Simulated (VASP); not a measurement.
# HfN (rocksalt type) (Fm-3m) in VASP: further runs, part 2 of 3

VASP 6.6.1. Earlier steps stand in the parts before.

**4. Single point, PBEsol (volume scaled by 0.55)**

Input file INCAR:

```
PREC     = Accurate       # precision mode
ENCUT    = 520            # plane-wave cutoff, eV
EDIFF    = 1E-6           # SCF threshold, eV
ISMEAR   = -1             # smearing method
SIGMA    = 0.08           # smearing width, eV
LREAL    = False          # projectors in reciprocal space
LASPH    = True           # aspherical terms in the spheres
NELM     = 60             # most SCF steps
ALGO     = Normal         # electronic algorithm
ISIF     = 2              # what is computed and relaxed
LWAVE    = False          # write WAVECAR
LCHARG   = False          # write CHGCAR
GGA      = PS             # functional
NBANDS   = 14             # bands
```

Input file KPOINTS:

```
regular mesh
0
Gamma
  15 15 15
```

Input file POSCAR:

```
HfN
1.0
    0.0000000000      1.8440935095      1.8440935095
    1.8440935095      0.0000000000      1.8440935095
    1.8440935095      1.8440935095      0.0000000000
Hf N
1 1
Direct
    0.0000000000      0.0000000000      0.0000000000
    0.5000000000      0.5000000000      0.5000000000
```

Potentials or basis: VASP PAW PBE potentials, release 64 (Hf_pv, N).

Launch:

```bash
$ cat potpaw_PBE.64/Hf_pv/POTCAR potpaw_PBE.64/N/POTCAR > POTCAR
$ mpirun -np 1 vasp_std > vasp.out
```

OUTCAR:

```text
PREC = Accurate
   ENCUT = 520
   EDIFF = 1E-6
   ISMEAR = -1
   LREAL = False
   LASPH = True
   NELM = 60
   ISIF = 2
   GGA = PS

 ion  position               nearest neighbor table
   1  0.000  0.000  0.000-   2 1.84   2 1.84   2 1.84   2 1.84   2 1.84   2 1.84
   2  0.500  0.500  0.500-   1 1.84   1 1.84   1 1.84   1 1.84   1 1.84   1 1.84

  LATTYP: Found a face centered cubic cell.
 ALAT       =     3.6881870190

  Lattice vectors:

 A1 = (   0.0000000000,   1.8440935095,   1.8440935095)
 A2 = (   1.8440935095,   0.0000000000,   1.8440935095)
 A3 = (   1.8440935095,   1.8440935095,   0.0000000000)

Analysis of symmetry for initial positions (statically):
=====================================================================
 Subroutine PRICEL returns:
 Original cell was already a primitive cell.

 Routine SETGRP: Setting up the symmetry group for a
 face centered cubic supercell.

 Subroutine GETGRP returns: Found 48 space group operations
[... 9 lines left out ...]

 Routine SETGRP: Setting up the symmetry group for a
 face centered cubic supercell.

 Subroutine GETGRP returns: Found 48 space group operations
[... 11 lines left out ...]
                                     Primitive cell

  volume of cell :      12.5423

  direct lattice vectors                    reciprocal lattice vectors
     0.000000000  1.844093509  1.844093509    -0.271135925  0.271135925  0.271135925
     1.844093509  0.000000000  1.844093509     0.271135925 -0.271135925  0.271135925
     1.844093509  1.844093509  0.000000000     0.271135925  0.271135925 -0.271135925

  length of vectors
     2.607942051  2.607942051  2.607942051     0.469621198  0.469621198  0.469621198

  position of ions in fractional coordinates (direct lattice)
     0.000000000  0.000000000  0.000000000
     0.500000000  0.500000000  0.500000000

  ion indices of the primitive-cell ions
   primitive index   ion index
                 1           1
                 2           2

----------------------------------------------------------------------------------------

 KPOINTS: regular mesh

Automatic generation of k-mesh.
 Grid dimensions read from file:
 generate k-points for:   15   15   15

 Generating k-lattice:

  Cartesian coordinates                     Fractional coordinates (reciprocal lattice)
    -0.018075728  0.018075728  0.018075728     0.066666667  0.000000000  0.000000000
     0.018075728 -0.018075728  0.018075728     0.000000000  0.066666667  0.000000000
     0.018075728  0.018075728 -0.018075728     0.000000000  0.000000000  0.066666667

  Length of vectors
     0.031308080  0.031308080  0.031308080

  Shift w.r.t. Gamma in fractional coordinates (k-lattice)
     0.000000000  0.000000000  0.000000000

 Subroutine IBZKPT returns following result:
 ===========================================

 Found    120 irreducible k-points:

 Following reciprocal coordinates:
            Coordinates               Weight
  0.000000  0.000000  0.000000      1.000000
  0.066667  0.000000  0.000000      8.000000
  0.133333  0.000000  0.000000      8.000000
  0.200000  0.000000  0.000000      8.000000
  0.266667  0.000000  0.000000      8.000000
  0.333333  0.000000  0.000000      8.000000
[... 16 lines left out ...]
  0.133333  0.133333  0.000000      6.000000
  0.200000  0.133333  0.000000     24.000000
 [... further k-points ...]
   k-points           NKPTS =    120   k-points in BZ     NKDIM =    120   number of bands    NBANDS=     14
   number of dos      NEDOS =    301   number of ions     NIONS =      2
   total plane-waves  NPLWV =   8000
   dimension x,y,z NGX =    20 NGY =   20 NGZ =   20
   dimension x,y,z NGXF=    40 NGYF=   40 NGZF=   40
   ions per type =               1   1
   NGX,Y,Z   is equivalent  to a cutoff of  12.75, 12.75, 12.75 a.u.
   NGXF,Y,Z  is equivalent  to a cutoff of  25.50, 25.50, 25.50 a.u.
 SYSTEM =  unknown system
   PREC   = accura    normal or accurate (medium, high low for compatibility)
   ISTART =      0    job   : 0-new  1-cont  2-samecut
   ICHARG =      2    charge: 1-file 2-atom 10-const
   ISPIN  =      1    spin polarized calculation?
   LNONCOLLINEAR =      F non collinear calculations
   LSORBIT =      F    spin-orbit coupling
   LASPH  =      T    aspherical Exc in radial PAW
   ENCUT  =  520.0 eV  38.22 Ry    6.18 a.u.   4.85  4.85  4.85*2*pi/ulx,y,z
   NELM   =     60;   NELMIN=  2; NELMDL= -5     # of ELM steps
   EDIFF  = 0.1E-05   stopping-criterion for ELM
   LREAL  =      F    real-space projection
   EDIFFG = 0.1E-04   stopping-criterion for IOM
   NSW    =      0    number of steps for IOM
   IBRION =     -1    ionic relax: 0-MD 1-quasi-New 2-CG
   NFREE  =      0    steps in history (QN), initial steepest desc. (CG)
   ISIF   =      2    stress and relaxation
   ISYM   =      2    0-nonsym 1-usesym 2-fastsym
   POTIM  = 0.5000    time-step for ionic-motion
   TEBEG  =    0.0;   TEEND  =   0.0 temperature during run
   PSTRESS=    0.0 pullay stress
   NELECT =      15.0000    total number of electrons
   NUPDOWN=      -1.0000    fix difference up-down
   EMIN   =  10.00;   EMAX   =-10.00  energy-range for DOS
   EFERMI =   0.00;   METHOD = LEGACY
   ISMEAR =    -1;   SIGMA  =   0.08  broadening in eV -4-tet -1-fermi 0-gaus
   EFERMI_NEDOS =   21; number of points for ismear=-14 and -15
   IALGO  =     38    algorithm
   IMIX   =      4    mixing-type and parameters
     AMIX     =   0.40;   BMIX     =  1.00
     AMIX_MAG =   1.60;   BMIX_MAG =  1.00
  volume/ion in A,a.u.               =       6.27        42.32
  Fermi-wavevector in a.u.,A,eV,Ry     =   1.737717  3.283808 41.084960  3.019659
  Thomas-Fermi vector in A             =   2.810887
   LORBIT       =      0    0 simple, 1 ext, 2 COOP (PROOUT), +10 PAW based schemes
   GGA     = PS    functional components
   LHFCALC =     F    Hartree Fock is set to
   AEXX    =    0.0000 exact exchange contribution
   IVDW    =     0    specifies the selected vdW correction
   LEPSILON=     F    determine dielectric tensor
   LRPA    =     F    only Hartree local field effects (RPA)
 non-spin polarized calculation
  energy-cutoff  :      520.00
  volume of cell :       12.54
 maximum number of plane-waves:       347
   NGX =  9   NGY =  9   NGZ =  9

 number of electron      15.0000003 magnetization

 Free energy of the ion-electron system (eV)
  ---------------------------------------------------
  ext. energy  EPLUGINS =         0.00000000
  ---------------------------------------------------
  free energy    TOTEN  =       -11.59965551 eV

  energy without entropy =      -11.59370073  energy(sigma->0) =      -11.59667812

 E-fermi :  14.4151     XC(G=0): -16.3682

 val. band max:       14.4017576568   @ k =   0.1333   0.0000   0.0000
 cond. band min:      14.4445367908   @ k =   0.1333   0.0000   0.0000
 fundamental gap:      0.0427791340
 Fermi energy:        14.4150603618

 k-point     1 :       0.0000    0.0000    0.0000
  band No.  band energies     occupation
      1     -13.9868      2.00000
      2     -13.9868      2.00000
      3     -13.9868      2.00000
      4      -5.5575      2.00000
      5      11.3998      2.00000
      6      11.3998      2.00000
      7      11.3998      2.00000
      8      13.3129      2.00000
      9      13.3129      2.00000
     10      13.3129      2.00000
     11      18.1573      0.00000
     12      18.1573      0.00000
     13      24.6354      0.00000
     14      25.7117      0.00000

 k-point     2 :       0.0667    0.0000    0.0000
  band No.  band energies     occupation
      1     -14.4435      2.00000
      2     -14.0054      2.00000
      3     -14.0054      2.00000
      4      -5.0840      2.00000
      5      10.6261      2.00000
      6      10.6718      2.00000
      7      10.6718      2.00000
      8      13.6507      1.99986
      9      13.6507      1.99986
     10      13.7553      1.99948
[... 362 lines left out ...]
 k-point    24 :       0.2000    0.1333    0.0000
  band No.  band energies     occupation
      1     -16.3021      2.00000
      2     -14.5408      2.00000
      3     -14.4628      2.00000
      4      -2.7029      2.00000
      5       5.9094      2.00000
      6       9.6959      2.00000
      7      10.0126      2.00000
      8      11.6835      2.00000
      9      17.4187      0.00000
     10      17.4704      0.00000
     11      19.9431      0.00000
     12      23.7464      0.00000
     13      28.2216      0.00000
     14      29.7851      0.00000

 [... further k-points ...]

------------------------ aborting loop because EDIFF is reached ----------------------------------------

  FORCE on cell =-STRESS in cart. coord.  units (eV):
  Direction    XX          YY          ZZ          XY          YZ          ZX
  --------------------------------------------------------------------------------------
  -------------------------------------------------------------------------------------
  Total       47.3506930     47.3506930     47.3506930     -0.0000000      0.0000000      0.0000000
  in kB     6048.6451739   6048.6451739   6048.6451739     -0.0000000      0.0000000      0.0000000
  external PRESSURE =    6048.6451739 kB  Pullay stress =       0.0000000 kB

 VOLUME and BASIS-vectors are now :
 -----------------------------------------------------------------------------
  energy-cutoff  :      520.00
  volume of cell :       12.54
      direct lattice vectors                 reciprocal lattice vectors
     0.000000000  1.844093509  1.844093509    -0.271135925  0.271135925  0.271135925
     1.844093509  0.000000000  1.844093509     0.271135925 -0.271135925  0.271135925
     1.844093509  1.844093509  0.000000000     0.271135925  0.271135925 -0.271135925

 POSITION                                       TOTAL-FORCE (eV/Angst)
 -----------------------------------------------------------------------------------
      0.00000      0.00000      0.00000         0.000000      0.000000      0.000000
      1.84409      1.84409      1.84409        -0.000000     -0.000000     -0.000000
 -----------------------------------------------------------------------------------
    total drift:                                0.000000      0.000000      0.000000

  FREE ENERGIE OF THE ION-ELECTRON SYSTEM (eV)
  ---------------------------------------------------
  free  energy   TOTEN  =       -11.5996555132 eV

  energy  without entropy=      -11.5937007334  energy(sigma->0) =      -11.59667812
```

It took 12 s on 1 thread of Intel Xeon Platinum 8488C (Sapphire Rapids), shared host; peak memory 0.14 GiB.

The run converged, but its numbers aren't listed here, since they failed a check.

Caveat: the PAW data sets were made with another functional, which shifts forces and pressure a little; spin-orbit coupling is left out, which moves the levels of the heavy elements.

[end of part 2 of 3]
